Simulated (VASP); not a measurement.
## SiC: single point with LDA

SiC:

```
Si C
1.0
     3.05636    0.00000    0.00000
    -1.52818    2.64689    0.00000
     0.00000    0.00000    5.01591
Si C
2 2
Direct
  0.33333 0.66667 0.00460
  0.66667 0.33333 0.50460
  0.33333 0.66667 0.38040
  0.66667 0.33333 0.88040
```

* Program: VASP 6.6.1
* Task: single point
* Functional: LDA
* Potentials or basis: VASP PAW LDA potentials, release 64 (Si, C)
* Cutoff: 520 eV
* k mesh: 8 × 8 × 4
* Occupations: gaussian, width 0.01 eV
* Spin: no spin polarisation

* Pressure: 0.4 GPa
* Band gap on the k mesh: 2.38 eV, indirect (least direct gap 3.91 eV)

Levels at points of the mesh, in eV from the valence-band top:
| k point | band 4 | band 5 | band 6 | band 7 | band 8 | band 9 | band 10 | band 11 | band 12 | band 13 |
| --- | --- | --- | --- | --- | --- | --- | --- | --- | --- | --- |
| (0.00, 0.00, 0.00) | -1.33 | -1.33 | -0.11 | 0.00 | 0.00 | 4.92 | 6.42 | 6.67 | 6.67 | 7.82 |
| (0.50, 0.00, 0.00) | -6.32 | -5.51 | -3.37 | -3.36 | -1.20 | 2.71 | 4.16 | 6.95 | 7.11 | 10.11 |
| (0.00, 0.00, 0.50) | -4.46 | -0.72 | -0.72 | -0.72 | -0.72 | 6.00 | 6.00 | 7.35 | 7.35 | 7.35 |
| (0.50, 0.00, 0.50) | -8.37 | -2.48 | -2.48 | -2.35 | -2.35 | 3.25 | 3.25 | 5.23 | 5.23 | 10.39 |

Run time: 24 s on 1 thread of AMD EPYC 7R43 64-Core Processor (Zen 3) (shared host), peak memory 0.1 GiB.

A k mesh can miss the band edges.
